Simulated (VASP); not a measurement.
Here is a VASP 6.6.1 calculation.

Contents of INCAR:

```
SYSTEM = BaTiO3
PREC = Accurate ; ENCUT = 520
EDIFF = 1E-6 ; ISMEAR = -1
SIGMA = 0.05 ; LREAL = .False.
LASPH = .True. ; NELM = 80
ALGO = Normal ; ISIF = 2
LWAVE = .False. ; LCHARG = .False.
GGA = PE ; NBANDS = 28
```

The input KPOINTS:

```
regular mesh
0
Gamma
  5 5 5
  0 0 0
```

Contents of POSCAR:

```
BaTiO3
1.0
    3.9998000000     -0.0399980000      0.0000000000
   -0.0399980000      3.9998000000      0.0000000000
    0.0000000000      0.0000000000      4.0180000000
Ba Ti O
1 1 3
Direct
    0.0000000000      0.0000000000      0.0000000000
    0.5000000000      0.5000000000      0.4900000000
    0.0000000000      0.5000000000      0.5170000000
    0.5000000000      0.0000000000      0.5170000000
    0.5000000000      0.5000000000      0.0190000000
```

Potentials or basis: VASP PAW PBE potentials, release 64 (Ba_sv, Ti_sv, O).

The run is started by

```sh
$ cat potpaw_PBE.64/Ba_sv/POTCAR potpaw_PBE.64/Ti_sv/POTCAR potpaw_PBE.64/O/POTCAR > POTCAR
$ mpirun -np 1 vasp_std > vasp.out
```

Question: Estimate the band gap on the k mesh.

Answer: 1.92 eV, indirect (least direct gap 1.99 eV).

Question: Predict the largest force.

Answer: 0.281 eV/Å.

Question: Estimate the pressure.

Answer: 4.2 GPa.

Forces in eV/Å, atoms in the order of the input:
```
Ba   0.000  0.000  0.074
Ti   0.000  0.000 -0.132
O    0.000  0.000 -0.111
O    0.000  0.000 -0.111
O    0.000  0.000  0.281
```

Caveat: spin-orbit coupling is left out, which moves the levels of the heavy elements. A k mesh can miss the band edges.
